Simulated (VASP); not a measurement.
# Zr32CN30 (a cell with a defect) in VASP: further runs

The runs below take Zr32CN30 (a cell with a defect) through single point, with PBE.

Program: VASP 6.6.1. These are calculated values, not measurements. Logs are shortened: lines on timing, memory, paths and dates and some standing lists are left out, and cuts for length are marked.

## 1. The cell of the first run

The cell holds a defect, 63 atoms: a = 9.220 Å, b = 9.220 Å, c = 9.220 Å, α = 90.00°, β = 90.00°, γ = 90.00°.

## 2. Single point, PBE

INCAR reads:

```
PREC = Accurate
ENCUT = 520
EDIFF = 1E-6
ISMEAR = -1
SIGMA = 0.02
LREAL = Auto
LASPH = True
NELM = 60
ALGO = Normal
ISIF = 2
LWAVE = False
LCHARG = False
GGA = PE
NELECT = 536.0
NBANDS = 306
```

KPOINTS reads:

```
Automatic mesh
0
Gamma
  1 1 1
```

POSCAR reads:

```
Zr32CN30
1.0
    9.2200000000      0.0000000000      0.0000000000
    0.0000000000      9.2200000000      0.0000000000
    0.0000000000      0.0000000000      9.2200000000
Zr N C
32 30 1
Direct
    0.4957764238     -0.0050564034      0.0043422476
    0.7497115373      0.2500000000      0.0009507341
    0.7489583446     -0.0016490320      0.2500879005
    0.0049992628     -0.0055201613      0.0049992628
    0.2501561589      0.2500000000      0.0015385296
    0.4957764238      0.5050564034      0.0043422476
    0.7485881937      0.7500000000      0.0020358205
    0.2499733459     -0.0054883034      0.2499733459
    0.4989391491      0.2500000000      0.2502263489
    0.7489583446      0.5016490320      0.2500879005
    0.4965237960     -0.0048610094      0.4965237960
    0.7495750551      0.2500000000      0.4993102006
    0.7495645498     -0.0016116424      0.7495645498
    0.0049992628      0.5055201613      0.0049992628
    0.2502805526      0.7500000000      0.0077431859
    0.0015385296      0.2500000000      0.2501561589
    0.2499733459      0.5054883034      0.2499733459
    0.4969774252      0.7500000000      0.2503590263
    0.0043422476     -0.0050564034      0.4957764238
    0.2502263489      0.2500000000      0.4989391491
    0.4965237960      0.5048610094      0.4965237960
    0.7462747810      0.7500000000      0.4987608378
    0.2500879005     -0.0016490320      0.7489583446
    0.4993102006      0.2500000000      0.7495750551
    0.7495645498      0.5016116424      0.7495645498
    0.0077431859      0.7500000000      0.2502805526
    0.0043422476      0.5050564034      0.4957764238
    0.2503590263      0.7500000000      0.4969774252
    0.0009507341      0.2500000000      0.7497115373
    0.2500879005      0.5016490320      0.7489583446
    0.4987608378      0.7500000000      0.7462747810
    0.0020358205      0.7500000000      0.7485881937
    0.7503040050      0.2500000000      0.2496933433
   -0.0040477155      0.4962127891      0.2505163672
    0.0008456094      0.2500000000      0.4994654940
    0.2495378068      0.2500000000      0.2495378068
    0.5027612770      0.4959786895      0.2496834994
    0.7526031358      0.7500000000      0.2488316600
   -0.0040477155      0.0037872109      0.2505163672
    0.4996275141      0.2500000000      0.4996275141
    0.7511373032      0.4998485261      0.4991678088
   -0.0045180189      0.7500000000      0.5031738705
    0.7501169156      0.2500000000      0.7501169156
    0.0007361684      0.5005920799      0.7501332168
    0.0007139676      0.2500000000      0.0007139676
    0.5027612770      0.0040213105      0.2496834994
    0.2496834994      0.4959786895      0.5027612770
    0.7511373032      0.0001514739      0.4991678088
    0.2496933433      0.2500000000      0.7503040050
    0.4991678088      0.4998485261      0.7511373032
    0.7513841418      0.7500000000      0.7513841418
    0.0007361684     -0.0005920799      0.7501332168
    0.4994654940      0.2500000000      0.0008456094
    0.7501332168      0.5005920799      0.0007361684
   -0.0047934951      0.7500000000     -0.0047934951
    0.2496834994      0.0040213105      0.5027612770
    0.2488316600      0.7500000000      0.7526031358
    0.4991678088      0.0001514739      0.7511373032
    0.2505163672      0.4962127891     -0.0040477155
    0.5031738705      0.7500000000     -0.0045180189
    0.7501332168     -0.0005920799      0.0007361684
    0.2505163672      0.0037872109     -0.0040477155
    0.5009589210      0.7500000000      0.5009589210
```

Potentials or basis: VASP PAW PBE potentials, release 64 (Zr_sv, N, C).

The run is started by

```bash
cat potpaw_PBE.64/Zr_sv/POTCAR potpaw_PBE.64/N/POTCAR potpaw_PBE.64/C/POTCAR > POTCAR
mpirun -np 1 vasp_gam > vasp.out
```

OUTCAR:

```text
PREC = Accurate
   ENCUT = 520
   EDIFF = 1E-6
   ISMEAR = -1
   LREAL = Auto
   LASPH = True
   NELM = 60
   ISIF = 2
   GGA = PE
   NELECT = 536.0

 ion  position               nearest neighbor table
   1  0.496  0.995  0.004-  60 2.26  62 2.26  46 2.26  58 2.34  61 2.35  53 2.35  15 3.20  18 3.20
                             8 3.20   7 3.25   3 3.25   5 3.26   9 3.27  23 3.27  31 3.28  13 3.32
   2  0.750  0.250  0.001-  33 2.29  53 2.31  54 2.31  61 2.31  43 2.31  45 2.31   9 3.26   3 3.26
                            10 3.26  16 3.27  24 3.27  29 3.28  25 3.28  13 3.28   6 3.32   1 3.32
   3  0.749  0.998  0.250-  46 2.27  39 2.28  38 2.29  48 2.30  61 2.30  33 2.32   7 3.24  22 3.24
                            11 3.25   1 3.25  18 3.26   2 3.26  12 3.27  19 3.27   4 3.27   9 3.27
   4  0.005  0.994  0.005-  55 2.26  39 2.27  62 2.27  61 2.35  52 2.35  45 2.36  15 3.19  26 3.19
                             8 3.19   5 3.27  16 3.27   7 3.27  32 3.27   3 3.27  23 3.27  29 3.33
   5  0.250  0.250  0.002-  59 2.27  62 2.27  36 2.29  53 2.30  45 2.30  49 2.32  16 3.24   9 3.24
                             1 3.26   6 3.26  14 3.27   4 3.27  29 3.27  24 3.27   8 3.29  17 3.29
   6  0.496  0.505  0.004-  60 2.26  59 2.26  37 2.26  50 2.34  54 2.35  53 2.35  15 3.20  18 3.20
                            17 3.20   7 3.25  10 3.25   5 3.26   9 3.27  30 3.27  31 3.28  25 3.32
   7  0.749  0.750  0.002-  60 2.26  55 2.27  38 2.28  54 2.30  61 2.30  51 2.31   3 3.24  10 3.24
                             6 3.25   1 3.25  18 3.26  13 3.27  25 3.27   4 3.27  14 3.27  31 3.30
   8  0.250  0.995  0.250-  46 2.33  56 2.33  39 2.34  62 2.34  36 2.36  26 3.17  15 3.17   4 3.19
                             1 3.20  19 3.20  28 3.20  18 3.20  11 3.21   5 3.29  16 3.29  20 3.29
   9  0.499  0.250  0.250-  37 2.27  46 2.27  53 2.30  40 2.30  36 2.30  33 2.32  20 3.24   5 3.24
[... 76 lines left out ...]
  62  0.251  0.004  0.996-   1 2.26   4 2.27   5 2.27  23 2.28  15 2.34   8 2.34
  63  0.501  0.750  0.501-  11 2.26  21 2.26  22 2.26  31 2.26  28 2.31  18 2.31

  LATTYP: Found a simple cubic cell.
 ALAT       =     9.2200000000

  Lattice vectors:

 A1 = (   9.2200000000,   0.0000000000,   0.0000000000)
 A2 = (   0.0000000000,   9.2200000000,   0.0000000000)
 A3 = (   0.0000000000,   0.0000000000,   9.2200000000)

Analysis of symmetry for initial positions (statically):
=====================================================================
 Subroutine PRICEL returns:
 Original cell was already a primitive cell.

 Routine SETGRP: Setting up the symmetry group for a
 simple cubic supercell.

 Subroutine GETGRP returns: Found  4 space group operations
 (whereof  2 operations were pure point group operations)
 out of a pool of 48 trial point group operations.

The static configuration has the point symmetry C_1h.
 The point group associated with its full space group is C_2v.

Analysis of symmetry for dynamics (positions and initial velocities):
=====================================================================
 Subroutine PRICEL returns:
 Original cell was already a primitive cell.

 Routine SETGRP: Setting up the symmetry group for a
 simple cubic supercell.

 Subroutine GETGRP returns: Found  4 space group operations
 (whereof  2 operations were pure point group operations)
 out of a pool of 48 trial point group operations.

The dynamic configuration has the point symmetry C_1h.
 The point group associated with its full space group is C_2v.

 Subroutine INISYM returns: Found  4 space group operations
 (whereof  2 operations are pure point group operations),
 and found     1 'primitive' translations

----------------------------------------------------------------------------------------

                                     Primitive cell

  volume of cell :     783.7774

  direct lattice vectors                    reciprocal lattice vectors
     9.220000000  0.000000000  0.000000000     0.108459870  0.000000000  0.000000000
[... 44 lines left out ...]
   TEBEG  =    0.0;   TEEND  =   0.0 temperature during run
   PSTRESS=    0.0 pullay stress
   NELECT =     536.0000    total number of electrons
   NUPDOWN=      -1.0000    fix difference up-down
   EMIN   =  10.00;   EMAX   =-10.00  energy-range for DOS
   EFERMI =   0.00;   METHOD = LEGACY
   ISMEAR =    -1;   SIGMA  =   0.02  broadening in eV -4-tet -1-fermi 0-gaus
   EFERMI_NEDOS =   21; number of points for ismear=-14 and -15
   IALGO  =     38    algorithm
   IMIX   =      4    mixing-type and parameters
     AMIX     =   0.40;   BMIX     =  1.00
     AMIX_MAG =   1.60;   BMIX_MAG =  1.00
  volume/ion in A,a.u.               =      12.44        83.96
  Fermi-wavevector in a.u.,A,eV,Ry     =   1.442333  2.725614 28.304529  2.080324
  Thomas-Fermi vector in A             =   2.560865
   LORBIT       =      0    0 simple, 1 ext, 2 COOP (PROOUT), +10 PAW based schemes
   GGA     = PE    functional components
   LHFCALC =     F    Hartree Fock is set to
   AEXX    =    0.0000 exact exchange contribution
   IVDW    =     0    specifies the selected vdW correction
   LEPSILON=     F    determine dielectric tensor
   LRPA    =     F    only Hartree local field effects (RPA)
 non-spin polarized calculation
  energy-cutoff  :      520.00
  volume of cell :      783.78
 maximum number of plane-waves:     10540
 NGX is ok and might be reduce to    70
   NGX = 35   NGY = 35   NGZ = 35

 number of electron     535.9999966 magnetization

 Free energy of the ion-electron system (eV)
  ---------------------------------------------------
  ext. energy  EPLUGINS =         0.00000000
  ---------------------------------------------------
  free energy    TOTEN  =      -662.30947466 eV

  energy without entropy =     -662.30947466  energy(sigma->0) =     -662.30947466

 E-fermi :  12.1732     XC(G=0): -12.3475

 val. band max:       11.7551268982   @ k =   0.0000   0.0000   0.0000
 cond. band min:      12.5938280365   @ k =   0.0000   0.0000   0.0000
 fundamental gap:      0.8387011383
 Fermi energy:        12.1731775436

 k-point     1 :       0.0000    0.0000    0.0000
  band No.  band energies     occupation
      1     -38.4094      2.00000
      2     -38.3779      2.00000
      3     -38.3481      2.00000
      4     -38.3408      2.00000
      5     -38.3155      2.00000
      6     -38.3089      2.00000
[... 272 lines left out ...]
    279      12.9007      0.00000
    280      12.9095      0.00000
 [bands above 280 left out]

------------------------ aborting loop because EDIFF is reached ----------------------------------------

  FORCE on cell =-STRESS in cart. coord.  units (eV):
  Direction    XX          YY          ZZ          XY          YZ          ZX
  --------------------------------------------------------------------------------------
  -------------------------------------------------------------------------------------
  Total      -32.4734959    -32.7860641    -32.4734959      0.0000000      0.0000000     -0.1457325
  in kB      -66.3814697    -67.0204135    -66.3814697      0.0000000      0.0000000     -0.2979026
  external PRESSURE =     -66.5944510 kB  Pullay stress =       0.0000000 kB

 VOLUME and BASIS-vectors are now :
 -----------------------------------------------------------------------------
  energy-cutoff  :      520.00
  volume of cell :      783.78
      direct lattice vectors                 reciprocal lattice vectors
     9.220000000  0.000000000  0.000000000     0.108459870  0.000000000  0.000000000
     0.000000000  9.220000000  0.000000000     0.000000000  0.108459870  0.000000000
     0.000000000  0.000000000  9.220000000     0.000000000  0.000000000  0.108459870

 POSITION                                       TOTAL-FORCE (eV/Angst)
 -----------------------------------------------------------------------------------
      4.57106      9.17338      0.04004         0.004842      0.002243     -0.001334
      6.91234      2.30500      0.00877        -0.002466      0.000000      0.002878
      6.90540      9.20480      2.30581        -0.000945      0.003480     -0.000737
      0.04609      9.16910      0.04609         0.002526      0.001286      0.002526
      2.30644      2.30500      0.01419        -0.003226      0.000000      0.002748
      4.57106      4.65662      0.04004         0.004842     -0.002243     -0.001334
[... 55 lines left out ...]
      2.30976      0.03492      9.18268        -0.002736     -0.003306     -0.000089
      4.61884      6.91500      4.61884        -0.007181      0.000000     -0.007181
 -----------------------------------------------------------------------------------
    total drift:                                0.002449      0.000000      0.002448

  FREE ENERGIE OF THE ION-ELECTRON SYSTEM (eV)
  ---------------------------------------------------
  free  energy   TOTEN  =      -662.3094746612 eV

  energy  without entropy=     -662.3094746591  energy(sigma->0) =     -662.30947466
```

It took 9.4 min on 1 thread of Intel Xeon Platinum 8259CL at 2.50GHz (Skylake/Cascade Lake), shared host; peak memory 0.73 GiB.

Results:

```
Free energy   : -662.3095 eV
Largest force : 0.012 eV/Å
```

Forces on the atoms (eV/Å):
```
Zr   0.005  0.002 -0.001
Zr  -0.002  0.000  0.003
Zr  -0.001  0.003 -0.001
Zr   0.003  0.001  0.003
Zr  -0.003  0.000  0.003
Zr   0.005 -0.002 -0.001
Zr   0.001  0.000  0.000
Zr  -0.004 -0.005 -0.004
Zr   0.009  0.000 -0.003
Zr  -0.001 -0.003 -0.001
Zr   0.001 -0.003  0.001
Zr  -0.004  0.000  0.007
Zr  -0.006  0.003 -0.006
Zr   0.003 -0.001  0.003
Zr  -0.004  0.000  0.008
Zr   0.003  0.000 -0.003
Zr  -0.004  0.005 -0.004
Zr  -0.007  0.000 -0.004
Zr  -0.001  0.002  0.005
Zr  -0.003  0.000  0.009
Zr   0.001  0.003  0.001
Zr   0.007  0.000  0.010
Zr  -0.001  0.003 -0.001
Zr   0.007  0.000 -0.004
Zr  -0.006 -0.003 -0.006
Zr   0.008  0.000 -0.004
Zr  -0.001 -0.002  0.005
Zr  -0.004  0.000 -0.007
Zr   0.003  0.000 -0.002
Zr  -0.001 -0.003 -0.001
Zr   0.010  0.000  0.007
Zr   0.000  0.000  0.001
N   -0.004  0.000  0.005
N    0.000  0.003 -0.003
N   -0.003  0.000 -0.002
N    0.005  0.000  0.005
N   -0.003  0.003 -0.004
N    0.001  0.000  0.007
N    0.000 -0.003 -0.003
N   -0.002  0.000 -0.002
N    0.007 -0.001 -0.002
N   -0.002  0.000 -0.002
N    0.004  0.000  0.004
N   -0.003 -0.001  0.008
N   -0.006  0.000 -0.006
N   -0.003 -0.003 -0.004
N   -0.004  0.003 -0.003
N    0.007  0.001 -0.002
N    0.005  0.000 -0.004
N   -0.002 -0.001  0.007
N    0.000  0.000  0.000
N   -0.003  0.001  0.008
N   -0.002  0.000 -0.003
N    0.008 -0.001 -0.003
N   -0.004  0.000 -0.004
N   -0.004 -0.003 -0.003
N    0.007  0.000  0.001
N   -0.002  0.001  0.007
N   -0.003  0.003  0.000
N   -0.002  0.000 -0.002
N    0.008  0.001 -0.003
N   -0.003 -0.003  0.000
C   -0.007  0.000 -0.007
```

Levels at points of the mesh, in eV from the Fermi level:
| k point | band 264 | band 265 | band 266 | band 267 | band 268 | band 269 | band 270 | band 271 | band 272 | band 273 |
| --- | --- | --- | --- | --- | --- | --- | --- | --- | --- | --- |
| (0.00, 0.00, 0.00) | -0.81 | -0.79 | -0.46 | -0.45 | -0.42 | 0.42 | 0.45 | 0.45 | 0.48 | 0.51 |

Caveat: the k points lie up to 0.68 Å⁻¹ apart; the cell carries a net charge on a neutralising background, which shifts energy and pressure; the cell is charged against a uniform background, so pressure and absolute levels hang on convention.

## 3. Single point, PBE

INCAR reads:

```
  PREC = Accurate
  ENCUT = 520
  EDIFF = 1E-7
  ISMEAR = -1
  SIGMA = 0.02
  LREAL = Auto
  LASPH = T
  NELM = 60
  ALGO = Normal
  ISIF = 2
  LWAVE = F
  LCHARG = F
  GGA = PE
  NELECT = 536.0
  NBANDS = 306
```

KPOINTS reads:

```
regular mesh
0
Gamma
  1 1 1
```

POSCAR reads:

```
Zr32CN30
1.0
    9.2200000000      0.0000000000      0.0000000000
    0.0000000000      9.2200000000      0.0000000000
    0.0000000000      0.0000000000      9.2200000000
Zr N C
32 30 1
Direct
    0.5000891540     -0.0019780911      0.0010418655
    0.7491701735      0.2496774403      0.0002985900
    0.7459136659     -0.0053258134      0.2541373102
    0.0006401302     -0.0018815618      0.0004132321
    0.2508588937      0.2496724512      0.0004740781
    0.5000816703      0.5013430586      0.0010473970
    0.7481661605      0.7496682213      0.0014400217
    0.2536831887     -0.0052620390      0.2534894794
    0.4999522777      0.2496649675      0.2510122560
    0.7459032538      0.5046811280      0.2541488069
    0.5002793926     -0.0058093275      0.5000469631
    0.7486712581      0.2496520607      0.4998277657
    0.7451937093     -0.0058513015      0.7449818872
    0.0006409978      0.5012208243      0.0004074837
    0.2513774403      0.7496700651      0.0036719089
    0.0007022777      0.2496882863      0.2506510846
    0.2537021692      0.5046355748      0.2534976139
    0.4999215835      0.7496906725      0.2530030369
    0.0012288503     -0.0019777657      0.4998804772
    0.2512693059      0.2496492408      0.4997925163
    0.5002592191      0.5052087852      0.5000403471
    0.7424959870      0.7496940347      0.4997002169
    0.2543985900     -0.0053906725      0.7456702820
    0.5000379610      0.2496396963      0.7484061822
    0.7451583514      0.5052124729      0.7449624729
    0.0038639913      0.7496668113      0.2511123644
    0.0012158351      0.5013672451      0.4998836226
    0.2533189805      0.7497133406      0.4997059653
    0.0004996746      0.2496865510      0.7489644252
    0.2544351410      0.5047399132      0.7456418655
    0.4999312364      0.7496885033      0.7422337310
    0.0015877440      0.7496546638      0.7479395879
    0.7493668113      0.2496691974      0.2505261388
   -0.0009786334      0.4995275488      0.2508146421
   -0.0001105206      0.2496684382      0.5002734273
    0.2505967462      0.2496836226      0.2503545553
    0.5005563991      0.4956661605      0.2473036876
    0.7547155098      0.7496739696      0.2468604121
   -0.0009669197     -0.0001773319      0.2508327549
    0.5006386117      0.2496996746      0.5004478308
    0.7542824295      0.4958669197      0.4994298265
   -0.0023304772      0.7496856833      0.5011604121
    0.7495213666      0.2496693059      0.7492955531
   -0.0000130152      0.5002478308      0.7492542299
    0.0000304772      0.2496591106     -0.0001971800
    0.5005557484      0.0036736443      0.2473226681
    0.2474760304      0.4956319957      0.5003178959
    0.7542582430      0.0034407809      0.4994341649
    0.2507216920      0.2496646421      0.7491870933
    0.4996888286      0.4958695228      0.7540981562
    0.7550416486      0.7496751627      0.7548418655
   -0.0000111714     -0.0008959870      0.7492480477
    0.5003832972      0.2496636659     -0.0003449024
    0.7494835141      0.5002658351     -0.0002288503
   -0.0012376356      0.7496565076     -0.0014732104
    0.2474665944      0.0036767896      0.5003226681
    0.2469821041      0.7496711497      0.7545364425
    0.4996998915      0.0034476139      0.7540929501
    0.2510341649      0.4995118221     -0.0011924078
    0.5013332972      0.7496637744     -0.0026650759
    0.7494758134     -0.0009196312     -0.0002272234
    0.2510413232     -0.0001557484     -0.0011981562
    0.2492345987      0.7496899132      0.2490016269
```

Potentials or basis: VASP PAW PBE potentials, release 64 (Zr_sv, N, C).

The run is started by

```bash
cat potpaw_PBE.64/Zr_sv/POTCAR potpaw_PBE.64/N/POTCAR potpaw_PBE.64/C/POTCAR > POTCAR
mpirun -np 1 vasp_gam > vasp.out
```

Wall time 10 min (1 thread of Intel Xeon Platinum 8259CL at 2.50GHz (Skylake/Cascade Lake), shared host); peak memory 0.73 GiB.

The run converged. Its results:

```
Free energy   : -662.3094 eV
Largest force : 0.029 eV/Å
```

Forces on the atoms (eV/Å):
```
Zr   0.000  0.000  0.006
Zr   0.004 -0.001 -0.003
Zr  -0.003 -0.001  0.000
Zr   0.003 -0.002  0.004
Zr  -0.003  0.000 -0.004
Zr   0.001 -0.003  0.005
Zr   0.001 -0.001 -0.005
Zr  -0.002  0.006 -0.005
Zr   0.000  0.000 -0.001
Zr  -0.004  0.001  0.000
Zr   0.001 -0.002  0.001
Zr  -0.004  0.000  0.001
Zr   0.001  0.001  0.000
Zr   0.003  0.002  0.004
Zr  -0.001  0.000 -0.004
Zr  -0.004 -0.001 -0.003
Zr  -0.004 -0.008 -0.004
Zr  -0.007 -0.001  0.003
Zr   0.003 -0.001  0.002
Zr  -0.006  0.001 -0.002
Zr   0.003 -0.001  0.001
Zr  -0.006 -0.002  0.004
Zr  -0.003  0.003 -0.002
Zr   0.001  0.002  0.002
Zr   0.001 -0.004 -0.001
Zr  -0.001  0.000  0.003
Zr   0.007 -0.004  0.001
Zr  -0.003 -0.004 -0.009
Zr  -0.002 -0.001  0.005
Zr  -0.006 -0.003 -0.001
Zr   0.005 -0.001 -0.005
Zr  -0.001  0.001  0.002
N    0.002  0.001 -0.001
N    0.000 -0.001  0.000
N    0.007  0.002 -0.004
N    0.000  0.000  0.004
N    0.001  0.001 -0.003
N    0.002  0.001 -0.001
N   -0.001  0.002 -0.002
N   -0.001  0.000 -0.003
N   -0.004  0.005  0.003
N   -0.004  0.000 -0.008
N    0.000  0.001  0.001
N    0.000  0.000 -0.001
N   -0.001  0.002  0.002
N    0.001 -0.001 -0.005
N   -0.001  0.005  0.002
N   -0.001 -0.002  0.003
N    0.002  0.001 -0.002
N    0.000  0.003 -0.005
N   -0.002  0.000 -0.002
N    0.001 -0.001 -0.001
N    0.006  0.002  0.006
N   -0.002 -0.002  0.000
N    0.005  0.001  0.005
N    0.001 -0.001  0.002
N    0.004  0.000 -0.001
N   -0.001 -0.002 -0.004
N    0.000  0.000 -0.001
N   -0.004  0.001  0.001
N   -0.002  0.001  0.000
N   -0.001 -0.001  0.000
C    0.019  0.002  0.022
```

Levels at points of the mesh, in eV from the Fermi level:
```tsv
k point	band 264	band 265	band 266	band 267	band 268	band 269	band 270	band 271	band 272	band 273
(0.00, 0.00, 0.00)	-0.81	-0.79	-0.46	-0.45	-0.42	0.42	0.45	0.45	0.48	0.51
```

Caveat: the k points lie up to 0.68 Å⁻¹ apart; the cell carries a net charge on a neutralising background, which shifts energy and pressure; the cell is charged against a uniform background, so pressure and absolute levels hang on convention.
